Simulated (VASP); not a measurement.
# BN (P3m1) in VASP: relaxation of cell and atoms with PBE

Aim: the relaxation of cell and atoms of BN with PBE.

Everything below comes from runs of VASP 6.6.1. Logs are shortened: lines on timing, memory, paths and dates and some standing lists are left out, and cuts for length are marked.

**1. The cell of the first run**

It takes space group P3m1 (No. 156, trigonal). Conventional cell: a = 2.482 Å, b = 2.482 Å, c = 6.874 Å, α = 90.00°, β = 90.00°, γ = 120.00°. B (site symmetry 3m) has 6 N at 1.81 to 2.28 Å and 6 B at 2.48 Å within 2.5 Å. B (site symmetry 3m) has 3 N at 1.84 Å and 6 B at 2.48 Å within 2.5 Å. N (site symmetry 3m) has 3 B at 1.81 Å and 6 N at 2.48 Å within 2.5 Å. N (site symmetry 3m) has 6 B at 1.84 to 2.28 Å and 6 N at 2.48 Å within 2.5 Å.

**2. Relaxation of cell and atoms, PBE**

INCAR reads:

```
PREC = Accurate ; ENCUT = 1330
EDIFF = 1E-7 ; ISMEAR = 0
SIGMA = 0.1 ; LREAL = False
LASPH = True ; NELM = 120
ALGO = Normal ; ISIF = 3
LWAVE = False ; LCHARG = False
GGA = PE ; IBRION = 2
NSW = 90 ; EDIFFG = -0.04
GGA_COMPAT = False ; NELMIN = 4
```

KPOINTS reads:

```
regular mesh
0
Gamma
  6 6 4
```

POSCAR reads:

```
BN
1.0
    2.4822592900      0.0000000000      0.0000000000
   -1.2411296500      2.1496996100      0.0000000000
    0.0000000000      0.0000000000      6.8736263400
B N
2 2
Direct
    0.0000000000      0.0000000000      0.8815373700
    0.3333333300      0.6666666700      0.4539678800
    0.3333333300      0.6666666700      0.0418162800
    0.6666666700      0.3333333300      0.6226784600
```

Potentials or basis: VASP PAW PBE potentials, release 64 (B_h, N_h).

Run with:

```
$ cat potpaw_PBE.64/B_h/POTCAR potpaw_PBE.64/N_h/POTCAR > POTCAR
$ mpirun -np 1 vasp_std > vasp.out
```

OUTCAR:

```text
PREC = Accurate
   ENCUT = 1330
   EDIFF = 1E-7
   ISMEAR = 0
   LREAL = False
   LASPH = True
   NELM = 120
   ISIF = 3
   GGA = PE
   IBRION = 2
   NSW = 90
   EDIFFG = -0.04
   NELMIN = 4

 ion  position               nearest neighbor table
   1  0.000  0.000  0.882-
   2  0.333  0.667  0.454-
   3  0.333  0.667  0.042-
   4  0.667  0.333  0.623-

  LATTYP: Found a hexagonal cell.
 ALAT       =     2.4822592900
 C/A-ratio  =     2.7691008621

  Lattice vectors:

 A1 = (   2.4822592900,   0.0000000000,   0.0000000000)
 A2 = (  -1.2411296500,   2.1496996100,   0.0000000000)
 A3 = (   0.0000000000,   0.0000000000,   6.8736263400)

Analysis of symmetry for initial positions (statically):
=====================================================================
 Subroutine PRICEL returns:
 Original cell was already a primitive cell.

 Routine SETGRP: Setting up the symmetry group for a
 hexagonal supercell.

 Subroutine GETGRP returns: Found  6 space group operations
 (whereof  6 operations were pure point group operations)
 out of a pool of 24 trial point group operations.

The static configuration has the point symmetry C_3v.

Analysis of symmetry for dynamics (positions and initial velocities):
=====================================================================
 Subroutine PRICEL returns:
 Original cell was already a primitive cell.

 Routine SETGRP: Setting up the symmetry group for a
 hexagonal supercell.

 Subroutine GETGRP returns: Found  6 space group operations
 (whereof  6 operations were pure point group operations)
 out of a pool of 24 trial point group operations.

The dynamic configuration has the point symmetry C_3v.

 Subroutine INISYM returns: Found  6 space group operations
 (whereof  6 operations are pure point group operations),
 and found     1 'primitive' translations

----------------------------------------------------------------------------------------

                                     Primitive cell

  volume of cell :      36.6784

  direct lattice vectors                    reciprocal lattice vectors
     2.482259290  0.000000000  0.000000000     0.402858800  0.232590637  0.000000000
    -1.241129650  2.149699610  0.000000000     0.000000000  0.465181272  0.000000000
     0.000000000  0.000000000  6.873626340     0.000000000  0.000000000  0.145483614

  length of vectors
     2.482259290  2.482259298  6.873626340     0.465181274  0.465181272  0.145483614

  position of ions in fractional coordinates (direct lattice)
     0.000000000  0.000000000  0.881537370
     0.333333330  0.666666670  0.453967880
     0.333333330  0.666666670  0.041816280
     0.666666670  0.333333330  0.622678460

  ion indices of the primitive-cell ions
   primitive index   ion index
                 1           1
                 2           2
                 3           3
                 4           4

----------------------------------------------------------------------------------------

 KPOINTS: regular mesh

Automatic generation of k-mesh.
 Grid dimensions read from file:
 generate k-points for:    6    6    4

 Generating k-lattice:

  Cartesian coordinates                     Fractional coordinates (reciprocal lattice)
     0.067143133  0.038765106  0.000000000     0.166666667  0.000000000  0.000000000
     0.000000000  0.077530212  0.000000000     0.000000000  0.166666667  0.000000000
     0.000000000  0.000000000  0.036370903     0.000000000  0.000000000  0.250000000

  Length of vectors
     0.077530212  0.077530212  0.036370903

  Shift w.r.t. Gamma in fractional coordinates (k-lattice)
     0.000000000  0.000000000  0.000000000

 Subroutine IBZKPT returns following result:
 ===========================================

 Found     24 irreducible k-points:

 Following reciprocal coordinates:
            Coordinates               Weight
  0.000000  0.000000  0.000000      1.000000
  0.166667 -0.000000  0.000000      6.000000
  0.333333  0.000000  0.000000      6.000000
  0.500000  0.000000  0.000000      3.000000
  0.166667  0.166667  0.000000      6.000000
  0.333333  0.166667  0.000000     12.000000
[... 16 lines left out ...]
  0.333333  0.166667  0.500000     12.000000
  0.333333  0.333333  0.500000      2.000000
   k-points           NKPTS =     24   k-points in BZ     NKDIM =     24   number of bands    NBANDS=     12
   number of dos      NEDOS =    301   number of ions     NIONS =      4
   total plane-waves  NPLWV =  75600
   dimension x,y,z NGX =    30 NGY =   30 NGZ =   84
   dimension x,y,z NGXF=    60 NGYF=   60 NGZF=  168
   ions per type =               2   2
   NGX,Y,Z   is equivalent  to a cutoff of  20.09, 20.09, 20.32 a.u.
   NGXF,Y,Z  is equivalent  to a cutoff of  40.18, 40.18, 40.63 a.u.
 SYSTEM =  unknown system
   PREC   = accura    normal or accurate (medium, high low for compatibility)
   ISTART =      0    job   : 0-new  1-cont  2-samecut
   ICHARG =      2    charge: 1-file 2-atom 10-const
   ISPIN  =      1    spin polarized calculation?
   LNONCOLLINEAR =      F non collinear calculations
   LSORBIT =      F    spin-orbit coupling
   LASPH  =      T    aspherical Exc in radial PAW
   ENCUT  = 1330.0 eV  97.75 Ry    9.89 a.u.   7.38  7.38 20.44*2*pi/ulx,y,z
   NELM   =    120;   NELMIN=  4; NELMDL= -5     # of ELM steps
   EDIFF  = 0.1E-06   stopping-criterion for ELM
   LREAL  =      F    real-space projection
   EDIFFG = -.4E-01   stopping-criterion for IOM
   NSW    =     90    number of steps for IOM
   IBRION =      2    ionic relax: 0-MD 1-quasi-New 2-CG
   NFREE  =      1    steps in history (QN), initial steepest desc. (CG)
   ISIF   =      3    stress and relaxation
   ISYM   =      2    0-nonsym 1-usesym 2-fastsym
   POTIM  = 0.5000    time-step for ionic-motion
   TEBEG  =    0.0;   TEEND  =   0.0 temperature during run
   PSTRESS=    0.0 pullay stress
   NELECT =      16.0000    total number of electrons
   NUPDOWN=      -1.0000    fix difference up-down
   EMIN   =  10.00;   EMAX   =-10.00  energy-range for DOS
   EFERMI =   0.00;   METHOD = LEGACY
   ISMEAR =     0;   SIGMA  =   0.10  broadening in eV -4-tet -1-fermi 0-gaus
   EFERMI_NEDOS =   21; number of points for ismear=-14 and -15
   IALGO  =     38    algorithm
   IMIX   =      4    mixing-type and parameters
     AMIX     =   0.40;   BMIX     =  1.00
     AMIX_MAG =   1.60;   BMIX_MAG =  1.00
  volume/ion in A,a.u.               =       9.17        61.88
  Fermi-wavevector in a.u.,A,eV,Ry     =   1.241589  2.346263 20.973971  1.541543
  Thomas-Fermi vector in A             =   2.375980
   LORBIT       =      0    0 simple, 1 ext, 2 COOP (PROOUT), +10 PAW based schemes
   GGA     = PE    functional components
   LHFCALC =     F    Hartree Fock is set to
   AEXX    =    0.0000 exact exchange contribution
   IVDW    =     0    specifies the selected vdW correction
   LEPSILON=     F    determine dielectric tensor
   LRPA    =     F    only Hartree local field effects (RPA)
 conjugate gradient relaxation of ions
 non-spin polarized calculation
 Gauss-broadening in eV      SIGMA  =   0.10
  energy-cutoff  :     1330.00
  volume of cell :       36.68
 maximum number of plane-waves:      4079
 NGX is ok and might be reduce to    30
   NGX = 15   NGY = 15   NGZ = 41

--------------------------------------- Ionic step        1  -------------------------------------------

 number of electron      16.0000000 magnetization

 Free energy of the ion-electron system (eV)
  ---------------------------------------------------
  ext. energy  EPLUGINS =         0.00000000
  ---------------------------------------------------
  free energy    TOTEN  =       -22.40834224 eV

  energy without entropy =      -22.39221441  energy(sigma->0) =      -22.40027832

------------------------ aborting loop because EDIFF is reached ----------------------------------------

  FORCE on cell =-STRESS in cart. coord.  units (eV):
  Direction    XX          YY          ZZ          XY          YZ          ZX
  --------------------------------------------------------------------------------------
  -------------------------------------------------------------------------------------
  Total       -2.6044532     -2.6044532    -18.2850831      0.0000000     -0.0000000      0.0000000
  in kB     -113.7669978   -113.7669984   -798.7238964      0.0000003     -0.0000000      0.0000000
  external PRESSURE =    -342.0859642 kB  Pullay stress =       0.0000000 kB
[... 95 lines left out ...]
  FREE ENERGIE OF THE ION-ELECTRON SYSTEM (eV)
  ---------------------------------------------------
  free  energy   TOTEN  =       -31.8617611832 eV

  energy  without entropy=      -31.8617611832  energy(sigma->0) =      -31.86176118

 E-fermi :   3.7599     XC(G=0): -10.0848

 val. band max:        3.3146032681   @ k =   0.3333   0.3333   0.5000
 cond. band min:       7.6574076063   @ k =   0.5000   0.0000   0.0000
 fundamental gap:      4.3428043382
 Fermi energy:         3.7599418972

 k-point     1 :       0.0000    0.0000    0.0000
  band No.  band energies     occupation
      1     -14.4585      2.00000
      2     -14.1606      2.00000
      3      -2.8547      2.00000
      4      -0.7918      2.00000
      5       1.8708      2.00000
      6       1.8708      2.00000
      7       1.9774      2.00000
      8       1.9774      2.00000
      9       8.4699      0.00000
     10      13.4073      0.00000
     11      14.7057      0.00000
     12      14.7057      0.00000
[... 331 lines left out ...]
 k-point    24 :       0.3333    0.3333    0.5000
  band No.  band energies     occupation
      1     -10.7466      2.00000
      2     -10.6415      2.00000
      3      -4.6028      2.00000
      4      -4.5080      2.00000
      5      -3.9209      2.00000
      6      -3.8261      2.00000
      7       3.2072      2.00000
      8       3.3146      2.00000
      9       7.8377      0.00000
     10       7.9086      0.00000
     11      14.7051      0.00000
     12      15.3226      0.00000

 E-fermi :   2.5038     XC(G=0):  -9.0473

 val. band max:        1.9831369042   @ k =   0.3333   0.3333   0.5000
 cond. band min:       6.5184162224   @ k =   0.0000   0.0000   0.0000
 fundamental gap:      4.5352793182
 Fermi energy:         2.5038043248

 k-point     1 :       0.0000    0.0000    0.0000
  band No.  band energies     occupation
      1     -15.6948      2.00000
      2     -15.6181      2.00000
      3      -3.6641      2.00000
      4      -2.7819      2.00000
      5       0.6142      2.00000
      6       0.6142      2.00000
      7       0.6358      2.00000
      8       0.6358      2.00000
      9       6.5184      0.00000
     10      10.3723      0.00000
     11      12.7963      0.00000
     12      13.5147      0.00000
[... 331 lines left out ...]
 k-point    24 :       0.3333    0.3333    0.5000
  band No.  band energies     occupation
      1     -12.0249      2.00000
      2     -12.0036      2.00000
      3      -5.9089      2.00000
      4      -5.8894      2.00000
      5      -5.1916      2.00000
      6      -5.1714      2.00000
      7       1.9605      2.00000
      8       1.9831      2.00000
      9       6.6262      0.00000
     10       6.6408      0.00000
     11      13.7477      0.00000
     12      14.1073      0.00000

[... ionic steps 4 to 40 ...]

--------------------------------------- Ionic step       41  -------------------------------------------

 number of electron      16.0000001 magnetization

------------------------ aborting loop because EDIFF is reached ----------------------------------------

  FORCE on cell =-STRESS in cart. coord.  units (eV):
  Direction    XX          YY          ZZ          XY          YZ          ZX
  --------------------------------------------------------------------------------------
  -------------------------------------------------------------------------------------
  Total        0.0323967      0.0323967      0.0425760     -0.0000000     -0.0000000      0.0000000
  in kB        1.2058814      1.2058814      1.5847783     -0.0000000     -0.0000000      0.0000000
  external PRESSURE =       1.3321804 kB  Pullay stress =       0.0000000 kB
[... 61 lines left out ...]
  energy  without entropy=      -35.2455219755  energy(sigma->0) =      -35.24552198

--------------------------------------- Ionic step       43  -------------------------------------------

 number of electron      16.0000000 magnetization

 Free energy of the ion-electron system (eV)
  ---------------------------------------------------
  ext. energy  EPLUGINS =         0.00000000
  ---------------------------------------------------
  free energy    TOTEN  =       -35.24570036 eV

  energy without entropy =      -35.24570036  energy(sigma->0) =      -35.24570036

 E-fermi :   2.4099     XC(G=0):  -8.9835

 val. band max:        1.8991241056   @ k =   0.3333   0.3333   0.5000
 cond. band min:       6.4124996531   @ k =   0.0000   0.0000   0.0000
 fundamental gap:      4.5133755474
 Fermi energy:         2.4098824262

 k-point     1 :       0.0000    0.0000    0.0000
  band No.  band energies     occupation
      1     -15.7575      2.00000
      2     -15.6869      2.00000
      3      -3.7114      2.00000
      4      -2.8738      2.00000
      5       0.5282      2.00000
      6       0.5282      2.00000
      7       0.5479      2.00000
      8       0.5479      2.00000
      9       6.4125      0.00000
     10      10.1928      0.00000
     11      12.5853      0.00000
     12      13.4072      0.00000
[... 374 lines left out ...]
  FREE ENERGIE OF THE ION-ELECTRON SYSTEM (eV)
  ---------------------------------------------------
  free  energy   TOTEN  =       -35.2457003556 eV

  energy  without entropy=      -35.2457003556  energy(sigma->0) =      -35.24570036

 reached required accuracy - stopping structural energy minimisation
```

It took 20 min on 1 thread of AMD EPYC 7R13 (Zen 3), shared host; peak memory 0.25 GiB.

Results:

- Free energy: -35.2457 eV
- Relaxed volume: 10.79 Å³/atom
- Relaxed cell: a = 2.512 Å, b = 2.512 Å, c = 7.901 Å, α = 90.00°, β = 90.00°, γ = 120.00°
- Space group after relaxing (to 0.1 Å): P-6m2 (No. 187)
- Energy gained by relaxing: 3209.3 meV/atom
- Ionic steps: 43
- Pressure after relaxing: -0.1 GPa
- Largest force after relaxing: 0.028 eV/Å
- Band gap on the k mesh: 4.51 eV (least direct gap 4.63 eV)

Forces in eV/Å, atoms in the order of the input:
```
B    0.000  0.000 -0.014
B    0.000  0.000  0.028
N    0.000  0.000  0.014
N    0.000  0.000 -0.027
```

Step by step:
| step | energy change (eV) | largest force (eV/Å) | pressure (GPa) | volume (Å³) |
| --- | --- | --- | --- | --- |
| 1 | 0.0000 | 7.2298 | -34.21 | 36.68 |
| 3 | -9.4534 | 7.0668 | 67.23 | 25.00 |
| 5 | -11.4037 | 2.4969 | 7.48 | 27.64 |
| 7 | -12.1904 | 2.3107 | 15.20 | 29.28 |
| 9 | -12.6217 | 0.3140 | -9.60 | 34.11 |
| 11 | -12.7347 | 0.7330 | 1.42 | 34.49 |
| 13 | -12.7709 | 0.1741 | 4.97 | 35.03 |
| 15 | -12.7845 | 0.3412 | -0.08 | 36.05 |
| 17 | -12.8041 | 0.3184 | -1.08 | 37.49 |
| 19 | -12.8135 | 0.2536 | 2.63 | 38.00 |
| 21 | -12.8261 | 0.2285 | 0.61 | 39.50 |
| 23 | -12.8293 | 0.0640 | -0.94 | 40.17 |
| 25 | -12.8312 | 0.0927 | 0.35 | 40.33 |
| 27 | -12.8327 | 0.0688 | 0.77 | 40.74 |
| 29 | -12.8328 | 0.1087 | 0.92 | 40.90 |
| 31 | -12.8338 | 0.1075 | 0.17 | 41.30 |
| 33 | -12.8341 | 0.1066 | -0.35 | 41.61 |
| 35 | -12.8357 | 0.0566 | -0.28 | 42.11 |
| 37 | -12.8361 | 0.1021 | -0.23 | 42.48 |
| 39 | -12.8367 | 0.0610 | 0.54 | 42.70 |
| 41 | -12.8372 | 0.0498 | 0.13 | 43.04 |
| 43 | -12.8374 | 0.0282 | -0.08 | 43.18 |

Final structure:
```yaml
crystal:
  lattice:
    - [2.51204, 0.00000, 0.00000]
    - [-1.25602, 2.17549, 0.00000]
    - [0.00000, 0.00000, 7.90086]
  atoms:
    - { symbol: B, position: [0.00000, 0.00000, 0.00076] }
    - { symbol: B, position: [0.33333, 0.66667, 0.49918] }
    - { symbol: N, position: [0.33333, 0.66667, 0.00064] }
    - { symbol: N, position: [0.66667, 0.33333, 0.49943] }
```

Caveat: the k points lie up to 0.48 Å⁻¹ apart in the final cell; the volume moved by over 15 % at a fixed basis, so the end points are rough; this functional lacks dispersion, which binds layers or chains, so the pressure and a relaxed spacing across them are unreliable. A k mesh can miss the band edges.
